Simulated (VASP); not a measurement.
# AlN (Cm) in VASP: single point with PBE

Aim: the single point of AlN with PBE.

All numbers are computed with VASP 6.6.1; they aren't measurements. Logs are shortened: lines on timing, memory, paths and dates and some standing lists are left out, and cuts for length are marked.

**1. The cell of the first run**

It takes space group Cm (No. 8, monoclinic). Conventional cell: a = 5.393 Å, b = 3.114 Å, c = 15.490 Å, α = 90.00°, β = 100.02°, γ = 90.00°. Within 2.5 Å of Al (site symmetry m) lie 4 N at 1.91 Å. Al (site symmetry m) has 4 N at 1.91 Å within 2.5 Å. Al (site symmetry m) has 4 N at 1.91 Å within 2.5 Å. Al (site symmetry m) has 4 N at 1.91 Å within 2.5 Å. Within 2.5 Å of Al (site symmetry m) lie 4 N at 1.91 Å. Al (site symmetry m) has 5 N at 1.91 to 2.46 Å within 2.5 Å. Within 2.5 Å of N (site symmetry m) lie 4 Al at 1.91 Å. Within 2.5 Å of N (site symmetry m) lie 4 Al at 1.91 Å.

**2. Single point, PBE**

Contents of INCAR:

```
SYSTEM = AlN
PREC = Accurate
ENCUT = 520
EDIFF = 1E-6
ISMEAR = 0
SIGMA = 0.05
LREAL = .FALSE.
LASPH = .TRUE.
NELM = 100
ALGO = Normal
ISIF = 2
LWAVE = .FALSE.
LCHARG = .FALSE.
GGA = PE
ISYM = 0
NBANDS = 36
```

Contents of KPOINTS:

```
Automatic mesh
0
G
  8 8 2
  0 0 0
```

Contents of POSCAR:

```
AlN
1.0
    2.2015871003     -2.2015871003      0.0000000000
    2.2015871003      0.0000000000     -2.2015871003
    9.9071419513      7.7055548510      8.8063484012
Al N
6 6
Direct
    0.8021000000      0.0000000000      0.3958000000
    0.2187666667      0.3333333333      0.2291333333
    0.3854333333      0.6666666667      0.5624666667
    0.5521000000      1.0000000000      0.8958000000
   -0.0312333333      0.3333333333      0.7291333333
    0.6354333333      0.6666666667      0.0624666667
    0.4479333333      0.6666666667      0.4374666667
    0.8646000000      0.0000000000      0.2708000000
    0.0312666667      0.3333333333      0.6041333333
    0.1979333333      0.6666666667      0.9374666667
   -0.3854000000      0.0000000000      0.7708000000
    0.2812666667      0.3333333333      0.1041333333
```

Potentials or basis: VASP PAW PBE potentials, release 64 (Al, N).

Started as:

```console
cat potpaw_PBE.64/Al/POTCAR potpaw_PBE.64/N/POTCAR > POTCAR
mpirun -np 1 vasp_std > vasp.out
```

OUTCAR:

```text
SYSTEM = AlN
   PREC = Accurate
   ENCUT = 520
   EDIFF = 1E-6
   ISMEAR = 0
   LREAL = .FALSE.
   LASPH = .TRUE.
   NELM = 100
   ISIF = 2
   GGA = PE
   ISYM = 0

 ion  position               nearest neighbor table
   1  0.802  0.000  0.396-   8 1.91   7 1.91   7 1.91   7 1.91   3 3.11   3 3.11   2 3.11   2 3.11
                             3 3.11   2 3.11
   2  0.219  0.333  0.229-  12 1.91   8 1.91   8 1.91   8 1.91   6 3.11   6 3.11   6 3.11   1 3.11
                             1 3.11   1 3.11
   3  0.385  0.667  0.562-   9 1.91   9 1.91   9 1.91   7 1.91   5 3.11   5 3.11   5 3.11   1 3.11
                             1 3.11   1 3.11
   4  0.552  0.000  0.896-  11 1.91  10 1.91  10 1.91  10 1.91   6 2.70   5 3.11   5 3.11   5 3.11

   5  0.969  0.333  0.729-   9 1.91  11 1.91  11 1.91  11 1.91   3 3.11   3 3.11   3 3.11   4 3.11
                             4 3.11   4 3.11
   6  0.635  0.667  0.062-  12 1.91  12 1.91  12 1.91  10 2.46  10 2.46   4 2.70   2 3.11   2 3.11
                             2 3.11
   7  0.448  0.667  0.437-   3 1.91   1 1.91   1 1.91   1 1.91
   8  0.865  0.000  0.271-   1 1.91   2 1.91   2 1.91   2 1.91
   9  0.031  0.333  0.604-   3 1.91   3 1.91   3 1.91   5 1.91
  10  0.198  0.667  0.937-   4 1.91   4 1.91   4 1.91   6 2.46   6 2.46
  11  0.615  0.000  0.771-   4 1.91   5 1.91   5 1.91   5 1.91
  12  0.281  0.333  0.104-   6 1.91   6 1.91   6 1.91   2 1.91

IMPORTANT INFORMATION: All symmetrisations will be switched off!
NOSYMM: (Re-)initialisation of all symmetry stuff for point group C_1.

----------------------------------------------------------------------------------------

                                     Primitive cell

  volume of cell :     128.0527

  direct lattice vectors                    reciprocal lattice vectors
     2.201587100 -2.201587100  0.000000000     0.132480185 -0.321737593  0.132480185
     2.201587100  0.000000000 -2.201587100     0.151405926  0.151405926 -0.302811852
     9.907141951  7.705554851  8.806348401     0.037851481  0.037851481  0.037851481

  length of vectors
     3.113514336  3.113514336 15.332279979     0.372313144  0.370867262  0.065560689

  position of ions in fractional coordinates (direct lattice)
     0.802100000  1.000000000  0.395800000
     0.218766667  0.333333333  0.229133333
     0.385433333  0.666666667  0.562466667
     0.552100000  1.000000000  0.895800000
     0.968766667  0.333333333  0.729133333
     0.635433333  0.666666667  0.062466667
     0.447933333  0.666666667  0.437466667
     0.864600000  1.000000000  0.270800000
     0.031266667  0.333333333  0.604133333
     0.197933333  0.666666667  0.937466667
     0.614600000  1.000000000  0.770800000
     0.281266667  0.333333333  0.104133333

  ion indices of the primitive-cell ions
   primitive index   ion index
                 1           1
                 2           2
                 3           3
                 4           4
                 5           5
                 6           6
                 7           7
                 8           8
                 9           9
                10          10
                11          11
                12          12

----------------------------------------------------------------------------------------

 KPOINTS: Automatic mesh

Automatic generation of k-mesh.
 Grid dimensions read from file:
 generate k-points for:    8    8    2

 Generating k-lattice:

  Cartesian coordinates                     Fractional coordinates (reciprocal lattice)
     0.016560023 -0.040217199  0.016560023     0.125000000  0.000000000  0.000000000
     0.018925741  0.018925741 -0.037851481     0.000000000  0.125000000 -0.000000000
     0.018925741  0.018925741  0.018925741     0.000000000  0.000000000  0.500000000

  Length of vectors
     0.046539143  0.046358408  0.032780345

  Shift w.r.t. Gamma in fractional coordinates (k-lattice)
     0.000000000  0.000000000  0.000000000

 -----------------------------------------------------------------------------
|                                                                             |
|           W    W    AA    RRRRR   N    N  II  N    N   GGGG   !!!           |
|           W    W   A  A   R    R  NN   N  II  NN   N  G    G  !!!           |
|           W    W  A    A  R    R  N N  N  II  N N  N  G       !!!           |
|           W WW W  AAAAAA  RRRRR   N  N N  II  N  N N  G  GGG   !            |
|           WW  WW  A    A  R   R   N   NN  II  N   NN  G    G                |
|           W    W  A    A  R    R  N    N  II  N    N   GGGG   !!!           |
|                                                                             |
|     Your reciprocal lattice and k-lattice belong to different lattice       |
|     classes:                                                                |
|                                                                             |
|        The reciprocal lattice is body-centered orthorhombic,                |
|        whereas your k-lattice is base-centered monoclinic.                  |
|                                                                             |
|     Results are often still useful ...                                      |
|                                                                             |
 -----------------------------------------------------------------------------

 WARNING: IBZKPT: internal override: KBLOWUP is changed to .FALSE.
      ... skipping the blow-up phase ...

 Subroutine IBZKPT returns following result:
 ===========================================

 Found     68 irreducible k-points:

 Following reciprocal coordinates:
            Coordinates               Weight
  0.000000  0.000000  0.000000      1.000000
  0.125000  0.000000 -0.000000      2.000000
  0.250000  0.000000 -0.000000      2.000000
  0.375000  0.000000  0.000000      2.000000
  0.500000  0.000000 -0.000000      1.000000
  0.000000  0.125000 -0.000000      2.000000
[... 16 lines left out ...]
  0.125000  0.375000 -0.000000      2.000000
  0.250000  0.375000 -0.000000      2.000000
 [... further k-points ...]
   k-points           NKPTS =     68   k-points in BZ     NKDIM =     68   number of bands    NBANDS=     36
   number of dos      NEDOS =    301   number of ions     NIONS =     12
   total plane-waves  NPLWV =  69120
   dimension x,y,z NGX =    24 NGY =   24 NGZ =  120
   dimension x,y,z NGXF=    48 NGYF=   48 NGZF=  240
   ions per type =               6   6
   NGX,Y,Z   is equivalent  to a cutoff of  12.81, 12.81, 13.01 a.u.
   NGXF,Y,Z  is equivalent  to a cutoff of  25.63, 25.63, 26.02 a.u.
 SYSTEM =  AlN
   PREC   = accura    normal or accurate (medium, high low for compatibility)
   ISTART =      0    job   : 0-new  1-cont  2-samecut
   ICHARG =      2    charge: 1-file 2-atom 10-const
   ISPIN  =      1    spin polarized calculation?
   LNONCOLLINEAR =      F non collinear calculations
   LSORBIT =      F    spin-orbit coupling
   LASPH  =      T    aspherical Exc in radial PAW
   ENCUT  =  520.0 eV  38.22 Ry    6.18 a.u.   5.79  5.79 28.51*2*pi/ulx,y,z
   NELM   =    100;   NELMIN=  2; NELMDL= -5     # of ELM steps
   EDIFF  = 0.1E-05   stopping-criterion for ELM
   LREAL  =      F    real-space projection
   EDIFFG = 0.1E-04   stopping-criterion for IOM
   NSW    =      0    number of steps for IOM
   IBRION =     -1    ionic relax: 0-MD 1-quasi-New 2-CG
   NFREE  =      0    steps in history (QN), initial steepest desc. (CG)
   ISIF   =      2    stress and relaxation
   ISYM   =      0    0-nonsym 1-usesym 2-fastsym
   POTIM  = 0.5000    time-step for ionic-motion
   TEBEG  =    0.0;   TEEND  =   0.0 temperature during run
   PSTRESS=    0.0 pullay stress
   NELECT =      48.0000    total number of electrons
   NUPDOWN=      -1.0000    fix difference up-down
   EMIN   =  10.00;   EMAX   =-10.00  energy-range for DOS
   EFERMI =   0.00;   METHOD = LEGACY
   ISMEAR =     0;   SIGMA  =   0.05  broadening in eV -4-tet -1-fermi 0-gaus
   EFERMI_NEDOS =   21; number of points for ismear=-14 and -15
   IALGO  =     38    algorithm
   IMIX   =      4    mixing-type and parameters
     AMIX     =   0.40;   BMIX     =  1.00
     AMIX_MAG =   1.60;   BMIX_MAG =  1.00
  volume/ion in A,a.u.               =      10.67        72.01
  Fermi-wavevector in a.u.,A,eV,Ry     =   1.180390  2.230614 18.957286  1.393321
  Thomas-Fermi vector in A             =   2.316684
   LORBIT       =      0    0 simple, 1 ext, 2 COOP (PROOUT), +10 PAW based schemes
   GGA     = PE    functional components
   LHFCALC =     F    Hartree Fock is set to
   AEXX    =    0.0000 exact exchange contribution
   IVDW    =     0    specifies the selected vdW correction
   LEPSILON=     F    determine dielectric tensor
   LRPA    =     F    only Hartree local field effects (RPA)
 non-spin polarized calculation
 Gauss-broadening in eV      SIGMA  =   0.05
  energy-cutoff  :      520.00
  volume of cell :      128.05
 maximum number of plane-waves:      3470
   NGX = 11   NGY = 11   NGZ = 57

 number of electron      48.0000007 magnetization

 Free energy of the ion-electron system (eV)
  ---------------------------------------------------
  ext. energy  EPLUGINS =         0.00000000
  ---------------------------------------------------
  free energy    TOTEN  =       -87.76002968 eV

  energy without entropy =      -87.76002968  energy(sigma->0) =      -87.76002968

 E-fermi :   6.3854     XC(G=0): -10.8541

 val. band max:        6.1229506302   @ k =   0.1250   0.1250  -0.0000
 cond. band min:       9.1117652494   @ k =   0.0000   0.5000  -0.0000
 fundamental gap:      2.9888146192
 Fermi energy:         6.3854416146

 k-point     1 :       0.0000    0.0000    0.0000
  band No.  band energies     occupation
      1      -9.0801      2.00000
      2      -8.6959      2.00000
      3      -8.6231      2.00000
      4      -7.7402      2.00000
      5      -7.6536      2.00000
      6      -7.0295      2.00000
[... 925 lines left out ...]
     35      15.9139      0.00000
     36      16.1016      0.00000

 [... further k-points ...]

------------------------ aborting loop because EDIFF is reached ----------------------------------------

  FORCE on cell =-STRESS in cart. coord.  units (eV):
  Direction    XX          YY          ZZ          XY          YZ          ZX
  --------------------------------------------------------------------------------------
  -------------------------------------------------------------------------------------
  Total       -3.2783074     -3.2786742      3.2146732      1.8548688      1.3353539      1.3354935
  in kB      -41.0177086    -41.0222983     40.2215268     23.2078508     16.7077547     16.7095019
  external PRESSURE =     -13.9394934 kB  Pullay stress =       0.0000000 kB

 VOLUME and BASIS-vectors are now :
 -----------------------------------------------------------------------------
  energy-cutoff  :      520.00
  volume of cell :      128.05
      direct lattice vectors                 reciprocal lattice vectors
     2.201587100 -2.201587100  0.000000000     0.132480185 -0.321737593  0.132480185
     2.201587100  0.000000000 -2.201587100     0.151405926  0.151405926 -0.302811852
     9.907141951  7.705554851  8.806348401     0.037851481  0.037851481  0.037851481

 POSITION                                       TOTAL-FORCE (eV/Angst)
 -----------------------------------------------------------------------------------
      5.68714      1.28397      3.48555         0.034334      0.034332      0.035578
      3.48555      1.28397      1.28397         0.058403      0.058402      0.170301
      7.88873      3.48555      3.48555         0.034882      0.034880      0.035109
     10.09031      5.68714      7.88873        -0.269803     -0.269804     -0.785477
     10.09031      3.48555      5.68714         0.038968      0.038966      0.047473
      3.48555     -0.91762     -0.91762        -0.215977     -0.215979      0.092241
      6.78793      2.38476      2.38476        -0.034724     -0.034722     -0.032438
      4.58635      0.18317      2.38476        -0.030569     -0.030572     -0.029183
      6.78793      4.58635      4.58635        -0.034482     -0.034481     -0.035963
     11.19111      6.78793      6.78793         0.470187      0.470183     -0.280790
      8.98952      4.58635      6.78793        -0.061813     -0.061809     -0.041158
      2.38476      0.18317      0.18317         0.010595      0.010604      0.824307
 -----------------------------------------------------------------------------------
    total drift:                                0.000165      0.000166     -0.001819

  FREE ENERGIE OF THE ION-ELECTRON SYSTEM (eV)
  ---------------------------------------------------
  free  energy   TOTEN  =       -87.7600296782 eV

  energy  without entropy=      -87.7600296782  energy(sigma->0) =      -87.76002968
```

Run time: 8.4 min. Hardware: 1 thread of Oxide Virtual Turin-like, shared host; peak memory 0.35 GiB.

What came out:

```yaml
Free_energy: -87.7600 eV
Pressure: -1.4 GPa
Largest_force: 0.873 eV/Å
Band_gap_on_the_k_mesh: 2.99 eV, indirect (least direct gap 3.31 eV)
```

Forces on the atoms (eV/Å):
```
Al   0.034  0.034  0.036
Al   0.058  0.058  0.170
Al   0.035  0.035  0.035
Al  -0.270 -0.270 -0.785
Al   0.039  0.039  0.047
Al  -0.216 -0.216  0.092
N   -0.035 -0.035 -0.032
N   -0.031 -0.031 -0.029
N   -0.034 -0.034 -0.036
N    0.470  0.470 -0.281
N   -0.062 -0.062 -0.041
N    0.011  0.011  0.824
```

Stress tensor (GPa, compression positive):
```
-4.10  2.32  1.67
 2.32 -4.10  1.67
 1.67  1.67  4.02
```

A k mesh can miss the band edges.
